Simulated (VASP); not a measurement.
A run of VASP 6.6.1 is set up as follows.

The input POSCAR:

```
Sb
1.0
    3.3173869397      0.0000000000      0.0000000000
   -1.6586934699      2.8729413640      0.0000000000
    0.0000000000      0.0000000000     11.3830477417
Sb
4
Direct
    0.0000000000      1.0000000000      1.0000000000
    0.0000000000      1.0000000000      0.5000000000
    0.3333333333      0.6666666667      0.2500000000
    0.6666666667      0.3333333333      0.7500000000
```

The input INCAR.step1:

```
PREC = Accurate
ENCUT = 520
ISMEAR = -1
SIGMA = 0.1
LREAL = F
LASPH = T
NELM = 60
NBANDS = 18
GGA = PE
ALGO = Normal
EDIFF = 1E-4
LWAVE = T
LCHARG = F
```

INCAR.step2

```
PREC = Accurate
ENCUT = 520
EDIFF = 1E-7
ISMEAR = -1
SIGMA = 0.1
LREAL = F
LASPH = T
NELM = 60
ALGO = Normal
ISIF = 2
LWAVE = F
LCHARG = T
METAGGA = R2SCAN
LMIXTAU = T
LELF = T
LVHAR = T
NBANDS = 18
ISTART = 1
```

The input KPOINTS:

```
Automatic mesh
0
Gamma
  14 14 4
```

Potentials or basis: VASP PAW PBE potentials, release 64 (Sb).

The run is started by

```bash
$ cat potpaw_PBE.64/Sb/POTCAR > POTCAR
$ cp INCAR.step1 INCAR
$ mpirun -np 1 vasp_std > vasp.out
$ cp INCAR.step2 INCAR
$ mpirun -np 1 vasp_std > vasp.out
```

(1) What does it give for the pressure?

(2) Predict the band gap on the k mesh.

## Answers

(1) 0.0 GPa.

(2) zero (bands 10 and 11 overlap by 7.30 eV).

Caveat: the PAW data sets were made with another functional, which shifts forces and pressure a little; spin-orbit coupling is left out, which moves the levels of the heavy elements.
